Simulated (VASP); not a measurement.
## Bi2Se3: single point with PBEsol+D3(BJ)

Crystal: Bi2Se3.

```
CELL_PARAMETERS angstrom
2.08522 1.20390 9.60855
-2.08522 1.20390 9.60855
0.00000 -2.40780 9.60855
ATOMIC_POSITIONS crystal
Bi 0.40080 0.40080 0.40080
Bi 0.59920 0.59920 0.59920
Se 0.00000 0.00000 0.00000
Se 0.21170 0.21170 0.21170
Se 0.78830 0.78830 0.78830
```

```json
{"Program": "VASP 6.6.1", "Task": "single point", "Functional": "PBEsol", "Dispersion": "D3(BJ)", "Potentials or basis": "VASP PAW PBE potentials, release 64 (Bi_d, Se)", "Cutoff": "520 eV", "k mesh": "6 × 6 × 6", "Occupations": "fermi-dirac, width 0.05 eV", "Spin": "no spin polarisation", "Dipole correction": "no", "Further INCAR settings": "ALGO = Normal; EDIFF = 1e-06; NBANDS = 32"}
```

* Pressure: -3.5 GPa
* Largest force: 0.129 eV/Å
* Band gap on the k mesh: 0.16 eV
* Dispersion energy per atom: -0.369 eV

Forces in eV/Å, atoms in the order of the input:
```
Bi   0.000  0.000 -0.129
Bi   0.000  0.000  0.129
Se   0.000  0.000  0.000
Se   0.000  0.000  0.058
Se   0.000  0.000 -0.058
```

Levels at points of the mesh, in eV from the valence-band top:
```csv
k point,band 22,band 23,band 24,band 25,band 26,band 27
"(0.00, 0.00, 0.00)",-1.14,-1.14,0.00,0.16,1.38,1.38
"(0.50, 0.00, 0.00)",-2.08,-1.16,-0.54,0.80,1.91,2.92
"(0.50, 0.50, 0.00)",-1.83,-1.56,-0.97,1.31,1.93,2.56
"(0.50, 0.50, 0.50)",-1.30,-1.30,-0.46,0.60,1.69,1.69
```

It took 7.7 min on 1 thread of Intel(R) Xeon(R) 6975P-C (Granite Rapids), with other jobs on the host, peak memory 0.9 GiB.

Caveat: three body term missing; the cell stands under tension; the PAW data sets were made with another functional, which shifts forces and pressure a little; spin-orbit coupling is left out, which moves the levels of the heavy elements. A k mesh can miss the band edges.
